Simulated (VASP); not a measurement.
# SiC in VASP: single point with r2SCAN

Aim: the single point of SiC with r2SCAN.

Program: VASP 6.6.1. These are calculated values, not measurements. Logs are shortened: lines on timing, memory, paths and dates and some standing lists are left out, and cuts for length are marked.

### Step 1. The cell of the first run

The typed cell holds 12 atoms: a = 3.109 Å, b = 3.109 Å, c = 15.258 Å, α = 90.00°, β = 90.00°, γ = 120.00°.

### Step 2. Single point, r2SCAN (10.64 Å³/atom)

Contents of POSCAR:

```
SiC
1.0
    1.5544299313     -2.6925435361      0.0000000000
    1.5544299313      2.6925435361      0.0000000000
    0.0000000000      0.0000000000     15.2581347970
Si C
6 6
Direct
    0.1666673853      0.8333326147      0.8577077847
    0.8333326147      0.1666673853      0.3577077847
    0.4999895879      0.5000104121      0.5244815629
    0.5000104121      0.4999895879      0.0244815629
    0.8333219514      0.1666780486      0.6912326308
    0.1666780486      0.8333219514      0.1912326308
    0.4999816680      0.5000183320      0.6498361114
    0.5000183320      0.4999816680      0.1498361114
    0.1666728030      0.8333271970      0.9826734615
    0.8333271970      0.1666728030      0.4826734615
    0.8333259402      0.1666740598      0.8162084487
    0.1666740598      0.8333259402      0.3162084487
```

Contents of INCAR.step1:

```
SYSTEM = SiC
PREC     = Accurate       ! precision mode
ENCUT    = 520            ! plane-wave cutoff, eV
ISMEAR   = 0              ! smearing method
SIGMA    = 0.02           ! smearing width, eV
LREAL    = .FALSE.        ! projectors in reciprocal space
LASPH    = .TRUE.         ! aspherical terms in the spheres
NELM     = 80             ! most SCF steps
NBANDS   = 36             ! bands
GGA      = PE             ! functional
ALGO     = Normal         ! electronic algorithm
EDIFF    = 1E-4           ! SCF threshold, eV
LWAVE    = .TRUE.         ! write WAVECAR
LCHARG   = .FALSE.        ! write CHGCAR
```

Contents of INCAR.step2:

```
SYSTEM = SiC
PREC     = Accurate       ! precision mode
ENCUT    = 520            ! plane-wave cutoff, eV
EDIFF    = 1E-6           ! SCF threshold, eV
ISMEAR   = 0              ! smearing method
SIGMA    = 0.02           ! smearing width, eV
LREAL    = .FALSE.        ! projectors in reciprocal space
LASPH    = .TRUE.         ! aspherical terms in the spheres
NELM     = 80             ! most SCF steps
ALGO     = Normal         ! electronic algorithm
ISIF     = 2              ! what is computed and relaxed
LWAVE    = .FALSE.        ! write WAVECAR
LCHARG   = .FALSE.        ! write CHGCAR
METAGGA  = R2SCAN         ! meta-GGA
LMIXTAU  = .TRUE.       
NBANDS   = 36             ! bands
ISTART   = 1
```

Contents of KPOINTS:

```
Automatic mesh
0
G
  12 12 2
  0 0 0
```

Potentials or basis: VASP PAW PBE potentials, release 64 (Si, C).

Started as:

```sh
$ cat potpaw_PBE.64/Si/POTCAR potpaw_PBE.64/C/POTCAR > POTCAR
$ cp INCAR.step1 INCAR
$ mpirun -np 1 vasp_std > vasp.out
$ cp INCAR.step2 INCAR
$ mpirun -np 1 vasp_std > vasp.out
```

OUTCAR:

```text
SYSTEM = SiC
   PREC = Accurate
   ENCUT = 520
   EDIFF = 1E-6
   ISMEAR = 0
   LREAL = .FALSE.
   LASPH = .TRUE.
   NELM = 80
   ISIF = 2
   METAGGA = R2SCAN
   ISTART = 1

 ion  position               nearest neighbor table
   1  0.167  0.833  0.858-  11 1.90  11 1.90  11 1.90   9 1.91   5 3.11   5 3.11   5 3.11   4 3.11
                             4 3.11   4 3.11
   2  0.833  0.167  0.358-  12 1.90  12 1.90  12 1.90  10 1.91   6 3.11   6 3.11   6 3.11   3 3.11
                             3 3.11   3 3.11
   3  0.500  0.500  0.524-  10 1.90  10 1.90  10 1.91   7 1.91   5 3.11   5 3.11   5 3.11   2 3.11
                             2 3.11   2 3.11
   4  0.500  0.500  0.024-   9 1.90   9 1.90   9 1.91   8 1.91   6 3.11   6 3.11   6 3.11   1 3.11
                             1 3.11   1 3.11
   5  0.833  0.167  0.691-   7 1.90   7 1.90   7 1.90  11 1.91   1 3.11   1 3.11   1 3.11   3 3.11
                             3 3.11   3 3.11
   6  0.167  0.833  0.191-   8 1.90   8 1.90   8 1.90  12 1.91   2 3.11   2 3.11   2 3.11   4 3.11
                             4 3.11   4 3.11
   7  0.500  0.500  0.650-   5 1.90   5 1.90   5 1.90   3 1.91
   8  0.500  0.500  0.150-   6 1.90   6 1.90   6 1.90   4 1.91
   9  0.167  0.833  0.983-   4 1.90   4 1.90   4 1.91   1 1.91
  10  0.833  0.167  0.483-   3 1.90   3 1.90   3 1.91   2 1.91
  11  0.833  0.167  0.816-   1 1.90   1 1.90   1 1.90   5 1.91
  12  0.167  0.833  0.316-   2 1.90   2 1.90   2 1.90   6 1.91

  LATTYP: Found a base centered orthorhombic cell.
 ALAT       =     3.1088598626
 B/A-ratio  =     1.7321742729
 C/A-ratio  =     4.9079519410

  Lattice vectors:

 A1 = (   1.5544299313,  -2.6925435361,   0.0000000000)
 A2 = (   1.5544299313,   2.6925435361,   0.0000000000)
 A3 = (   0.0000000000,   0.0000000000,  15.2581347970)

Analysis of symmetry for initial positions (statically):
=====================================================================
 Subroutine PRICEL returns:
 Original cell was already a primitive cell.

 Routine SETGRP: Setting up the symmetry group for a
 base centered orthorhombic supercell.

 Subroutine GETGRP returns: Found  4 space group operations
 (whereof  2 operations were pure point group operations)
 out of a pool of  8 trial point group operations.

The static configuration has the point symmetry C_1h.
 The point group associated with its full space group is C_2v.

Analysis of symmetry for dynamics (positions and initial velocities):
=====================================================================
 Subroutine PRICEL returns:
 Original cell was already a primitive cell.

 Routine SETGRP: Setting up the symmetry group for a
 base centered orthorhombic supercell.

 Subroutine GETGRP returns: Found  4 space group operations
 (whereof  2 operations were pure point group operations)
 out of a pool of  8 trial point group operations.

The dynamic configuration has the point symmetry C_1h.
 The point group associated with its full space group is C_2v.

 Subroutine INISYM returns: Found  4 space group operations
 (whereof  2 operations are pure point group operations),
 and found     1 'primitive' translations

----------------------------------------------------------------------------------------

                                     Primitive cell

  volume of cell :     127.7219

  direct lattice vectors                    reciprocal lattice vectors
     1.554429931 -2.692543536  0.000000000     0.321661331 -0.185698019  0.000000000
     1.554429931  2.692543536  0.000000000     0.321661331  0.185698019  0.000000000
     0.000000000  0.000000000 15.258134797     0.000000000  0.000000000  0.065538810

  length of vectors
     3.109026070  3.109026070 15.258134797     0.371415893  0.371415893  0.065538810

  position of ions in fractional coordinates (direct lattice)
     0.166667385  0.833332615  0.857707785
     0.833332615  0.166667385  0.357707785
     0.499989588  0.500010412  0.524481563
     0.500010412  0.499989588  0.024481563
     0.833321951  0.166678049  0.691232631
     0.166678049  0.833321951  0.191232631
     0.499981668  0.500018332  0.649836111
     0.500018332  0.499981668  0.149836111
     0.166672803  0.833327197  0.982673461
     0.833327197  0.166672803  0.482673461
     0.833325940  0.166674060  0.816208449
     0.166674060  0.833325940  0.316208449

  ion indices of the primitive-cell ions
   primitive index   ion index
                 1           1
                 2           2
                 3           3
                 4           4
                 5           5
                 6           6
                 7           7
                 8           8
                 9           9
                10          10
                11          11
                12          12

----------------------------------------------------------------------------------------

 KPOINTS: Automatic mesh

Automatic generation of k-mesh.
 Grid dimensions read from file:
 generate k-points for:   12   12    2

 Generating k-lattice:

  Cartesian coordinates                     Fractional coordinates (reciprocal lattice)
     0.026805111 -0.015474835  0.000000000     0.083333333 -0.000000000  0.000000000
     0.026805111  0.015474835  0.000000000    -0.000000000  0.083333333  0.000000000
     0.000000000  0.000000000  0.032769405     0.000000000  0.000000000  0.500000000

  Length of vectors
     0.030951324  0.030951324  0.032769405

  Shift w.r.t. Gamma in fractional coordinates (k-lattice)
     0.000000000  0.000000000  0.000000000

 Subroutine IBZKPT returns following result:
 ===========================================

 Found     86 irreducible k-points:

 Following reciprocal coordinates:
            Coordinates               Weight
  0.000000  0.000000  0.000000      1.000000
  0.083333  0.000000  0.000000      4.000000
  0.166667  0.000000  0.000000      4.000000
  0.250000  0.000000  0.000000      4.000000
  0.333333  0.000000  0.000000      4.000000
  0.416667  0.000000  0.000000      4.000000
[... 16 lines left out ...]
  0.500000  0.166667  0.000000      4.000000
 -0.416667  0.166667  0.000000      4.000000
 [... further k-points ...]
   k-points           NKPTS =     86   k-points in BZ     NKDIM =     86   number of bands    NBANDS=     36
   number of dos      NEDOS =    301   number of ions     NIONS =     12
   total plane-waves  NPLWV =  69120
   dimension x,y,z NGX =    24 NGY =   24 NGZ =  120
   dimension x,y,z NGXF=    48 NGYF=   48 NGZF=  240
   ions per type =               6   6
   NGX,Y,Z   is equivalent  to a cutoff of  12.83, 12.83, 13.07 a.u.
   NGXF,Y,Z  is equivalent  to a cutoff of  25.67, 25.67, 26.15 a.u.
 SYSTEM =  SiC
   PREC   = accura    normal or accurate (medium, high low for compatibility)
   ISTART =      1    job   : 0-new  1-cont  2-samecut
   ICHARG =      0    charge: 1-file 2-atom 10-const
   ISPIN  =      1    spin polarized calculation?
   LNONCOLLINEAR =      F non collinear calculations
   LSORBIT =      F    spin-orbit coupling
   LASPH  =      T    aspherical Exc in radial PAW
   ENCUT  =  520.0 eV  38.22 Ry    6.18 a.u.   5.78  5.78 28.37*2*pi/ulx,y,z
   NELM   =     80;   NELMIN=  2; NELMDL=  0     # of ELM steps
   EDIFF  = 0.1E-05   stopping-criterion for ELM
   LREAL  =      F    real-space projection
   EDIFFG = 0.1E-04   stopping-criterion for IOM
   NSW    =      0    number of steps for IOM
   IBRION =     -1    ionic relax: 0-MD 1-quasi-New 2-CG
   NFREE  =      0    steps in history (QN), initial steepest desc. (CG)
   ISIF   =      2    stress and relaxation
   ISYM   =      2    0-nonsym 1-usesym 2-fastsym
   POTIM  = 0.5000    time-step for ionic-motion
   TEBEG  =    0.0;   TEEND  =   0.0 temperature during run
   PSTRESS=    0.0 pullay stress
   NELECT =      48.0000    total number of electrons
   NUPDOWN=      -1.0000    fix difference up-down
   EMIN   =  10.00;   EMAX   =-10.00  energy-range for DOS
   EFERMI =   0.00;   METHOD = LEGACY
   ISMEAR =     0;   SIGMA  =   0.02  broadening in eV -4-tet -1-fermi 0-gaus
   EFERMI_NEDOS =   21; number of points for ismear=-14 and -15
   IALGO  =     38    algorithm
   IMIX   =      4    mixing-type and parameters
     AMIX     =   0.40;   BMIX     =  1.00
     AMIX_MAG =   1.60;   BMIX_MAG =  1.00
  volume/ion in A,a.u.               =      10.64        71.83
  Fermi-wavevector in a.u.,A,eV,Ry     =   1.181409  2.232539 18.990009  1.395726
  Thomas-Fermi vector in A             =   2.317683
   LORBIT       =      0    0 simple, 1 ext, 2 COOP (PROOUT), +10 PAW based schemes
   METAGGA = R2SCAN    functional components
   LHFCALC =     F    Hartree Fock is set to
   AEXX    =    0.0000 exact exchange contribution
   IVDW    =     0    specifies the selected vdW correction
   LEPSILON=     F    determine dielectric tensor
   LRPA    =     F    only Hartree local field effects (RPA)
 non-spin polarized calculation
 Gauss-broadening in eV      SIGMA  =   0.02
  energy-cutoff  :      520.00
  volume of cell :      127.72
 maximum number of plane-waves:      3468
   NGX = 11   NGY = 11   NGZ = 57

 number of electron      48.0000001 magnetization

 Free energy of the ion-electron system (eV)
  ---------------------------------------------------
  ext. energy  EPLUGINS =         0.00000000
  ---------------------------------------------------
  free energy    TOTEN  =      -115.88562486 eV

  energy without entropy =     -115.88562486  energy(sigma->0) =     -115.88562486

 E-fermi :   7.8229     XC(G=0): -11.8054

 val. band max:        7.7168486316   @ k =   0.0000   0.0000   0.0000
 cond. band min:      10.1135525106   @ k =   0.5000   0.0000   0.0000
 fundamental gap:      2.3967038790
 Fermi energy:         7.8228869116

 k-point     1 :       0.0000    0.0000    0.0000
  band No.  band energies     occupation
      1      -8.2933      2.00000
      2      -7.7648      2.00000
      3      -7.7307      2.00000
      4      -6.2323      2.00000
      5      -6.2019      2.00000
      6      -4.7737      2.00000
[... 925 lines left out ...]
     35      16.1357      0.00000
     36      16.2584      0.00000

 [... further k-points ...]

------------------------ aborting loop because EDIFF is reached ----------------------------------------

  FORCE on cell =-STRESS in cart. coord.  units (eV):
  Direction    XX          YY          ZZ          XY          YZ          ZX
  --------------------------------------------------------------------------------------
  -------------------------------------------------------------------------------------
  Total       -5.1988134     -5.2278874     -5.1969901      0.0000000      0.0000000      0.0000000
  in kB      -65.2152985    -65.5800097    -65.1924257      0.0000000      0.0000000      0.0000000
  external PRESSURE =     -65.3292446 kB  Pullay stress =       0.0000000 kB

 VOLUME and BASIS-vectors are now :
 -----------------------------------------------------------------------------
  energy-cutoff  :      520.00
  volume of cell :      127.72
      direct lattice vectors                 reciprocal lattice vectors
     1.554429931 -2.692543536  0.000000000     0.321661331 -0.185698019  0.000000000
     1.554429931  2.692543536  0.000000000     0.321661331  0.185698019  0.000000000
     0.000000000  0.000000000 15.258134797     0.000000000  0.000000000  0.065538810

 POSITION                                       TOTAL-FORCE (eV/Angst)
 -----------------------------------------------------------------------------------
      1.55443      1.79503     13.08702         0.000000      0.000955      0.001256
      1.55443     -1.79503      5.45795         0.000000     -0.000955      0.001256
      1.55443      0.00006      8.00261         0.000000     -0.000658     -0.007750
      1.55443     -0.00006      0.37354         0.000000      0.000658     -0.007750
      1.55443     -1.79497     10.54692         0.000000      0.000866     -0.000942
      1.55443      1.79497      2.91785         0.000000     -0.000866     -0.000942
      1.55443      0.00010      9.91529         0.000000     -0.001299      0.006764
      1.55443     -0.00010      2.28622         0.000000      0.001299      0.006764
      1.55443      1.79500     14.99376         0.000000     -0.000598     -0.000534
      1.55443     -1.79500      7.36470         0.000000      0.000598     -0.000534
      1.55443     -1.79499     12.45382         0.000000     -0.001012      0.001206
      1.55443      1.79499      4.82475         0.000000      0.001012      0.001206
 -----------------------------------------------------------------------------------
    total drift:                               -0.000000     -0.000000     -0.000144

  FREE ENERGIE OF THE ION-ELECTRON SYSTEM (eV)
  ---------------------------------------------------
  free  energy   TOTEN  =      -115.8856248621 eV

  energy  without entropy=     -115.8856248621  energy(sigma->0) =     -115.88562486
```

Wall time 9.5 min (1 thread of Intel Xeon 6975P-C (Granite Rapids), shared host); peak memory 0.45 GiB.

Results:

```
Free energy            : -115.8856 eV
Pressure               : -6.5 GPa
Largest force          : 0.008 eV/Å
Band gap on the k mesh : 2.40 eV (least direct gap 3.55 eV)
```

Forces in eV/Å, atoms in the order of the input:
```
Si   0.000  0.001  0.001
Si   0.000 -0.001  0.001
Si   0.000 -0.001 -0.008
Si   0.000  0.001 -0.008
Si   0.000  0.001 -0.001
Si   0.000 -0.001 -0.001
C    0.000 -0.001  0.007
C    0.000  0.001  0.007
C    0.000 -0.001 -0.001
C    0.000  0.001 -0.001
C    0.000 -0.001  0.001
C    0.000  0.001  0.001
```

Caveat: the cell stands under tension; the PAW data sets were made with another functional, which shifts forces and pressure a little.
